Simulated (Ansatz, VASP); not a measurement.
One calculation of SnSe2, two programs

File POSCAR:

```
SnSe2
1.0
    3.8251493298      0.0000000000      0.0000000000
   -1.9125746649      3.3126764929      0.0000000000
    0.0000000000      0.0000000000      6.3516206456
Sn Se
1 2
Direct
    0.0000000000      0.0000000000      0.0000000000
    0.3333333333      0.6666666667      0.2485898308
    0.6666666667      0.3333333333      0.7514101692
```

File INCAR.step1:

```
SYSTEM = SnSe2
ALGO     = Normal         ! electronic algorithm
EDIFF    = 1E-4           ! SCF threshold, eV
ENCUT    = 520            ! plane-wave cutoff, eV
GGA      = PE             ! functional
GGA_COMPAT= .False.      
ISMEAR   = -1             ! smearing method
LASPH    = .True.         ! aspherical terms in the spheres
LCHARG   = .False.        ! write CHGCAR
LREAL    = .False.        ! projectors in reciprocal space
LSORBIT  = .True.         ! spin-orbit coupling
LWAVE    = .True.         ! write WAVECAR
MAGMOM   = 0 0 0 0 0 0 0 0 0 ! initial moments
NBANDS   = 39             ! bands
NELM     = 150            ! most SCF steps
PREC     = Accurate       ! precision mode
SIGMA    = 0.02           ! smearing width, eV
```

File INCAR.step2:

```
SYSTEM = SnSe2
ALGO     = Normal         ! electronic algorithm
EDIFF    = 1E-6           ! SCF threshold, eV
ENCUT    = 520            ! plane-wave cutoff, eV
GGA_COMPAT= .False.      
ISIF     = 2              ! what is computed and relaxed
ISMEAR   = -1             ! smearing method
ISTART   = 1            
LASPH    = .True.         ! aspherical terms in the spheres
LCHARG   = .True.         ! write CHGCAR
LMIXTAU  = .True.       
LORBIT   = 11             ! projections on sites
LORBMOM  = .True.       
LREAL    = .False.        ! projectors in reciprocal space
LSORBIT  = .True.         ! spin-orbit coupling
LVHAR    = .True.       
LWAVE    = .False.        ! write WAVECAR
MAGMOM   = 0 0 0 0 0 0 0 0 0 ! initial moments
METAGGA  = R2SCAN         ! meta-GGA
NBANDS   = 39             ! bands
NELM     = 150            ! most SCF steps
PREC     = Accurate       ! precision mode
SIGMA    = 0.02           ! smearing width, eV
```

KPOINTS

```
k-points
0
Gamma
  12 12 4
  0 0 0
```

Input for Ansatz:

```yaml
crystal:
  lattice:
    - [3.8251493298, 0.0, 0.0]
    - [-1.9125746649, 3.3126764929, 0.0]
    - [0.0, 0.0, 6.3516206456]
  atoms:
    - { symbol: Sn, position: [0.0, 0.0, 0.0] }
    - { symbol: Se, position: [0.3333333333, 0.6666666667, 0.2485898308] }
    - { symbol: Se, position: [0.6666666667, 0.3333333333, 0.7514101692] }
kpoints:
  mp_grid: { grid: [12, 12, 4] }
  band_path:
    path:
      - [0.0, 0.0, 0.0]
      - [0.5, 0.0, 0.0]
      - [0.3333333333, 0.3333333333, 0.0]
      - [0.0, 0.0, 0.5]
      - [0.5, 0.0, 0.5]
      - [0.3333333333, 0.3333333333, 0.5]
      - [0.0, 0.148437, -0.140625]
      - [0.0, 0.466146, 0.351562]
    npoints: 1
hamiltonian:
  xc: r2scan
scf:
  occupations: { method: fermi_dirac, width: 0.02 }
  n_extra_bands: 8
magnetization:
  noncollinear: true
  spin_orbit: true
output:
  forces: true
  stress: true
  eigenvalues: true
  write_density: true
  write_potential: true
  elf: true
  volumetric_format: npy
```

Change from the starting cell: uniaxial_z strain +2.0%.

Alike in both runs: task single point; functional r2SCAN; k mesh 12 × 12 × 4; occupations fermi-dirac, width 0.02 eV; non-collinear spin, spin-orbit coupling.

|  | VASP | Ansatz |
| --- | --- | --- |
| version | VASP 6.6.1 | Ansatz 0.2.0 |
| potentials or method | VASP PAW PBE potentials, release 64 (Sn_d, Se) | plane waves, PAW |
| plane-wave cutoff (eV) | 520 | 500 |
| valence electrons in the cell | 26 | 46 |

VASP gave:

* pressure (GPa): 0.7
* traceless stress, the component that is largest in VASP (GPa): -0.22
* rms of the force components (eV/Å): 0.006

Question: Estimate Ansatz's values.

Answer: Pressure (GPa): 0.6; traceless stress, the component that is largest in VASP (GPa): -0.22; rms of the force components (eV/Å): 0.014.

VASP's potentials were made for PBE, not for r2SCAN. Atom by atom the forces differ by 0.008 eV/Å (rms over components). The functional is the same, so the differences come from potentials, cutoffs and numerics. VASP's potentials hold 26 valence electrons a cell and Ansatz's 46, so a difference there can come from the potentials and not from the codes.
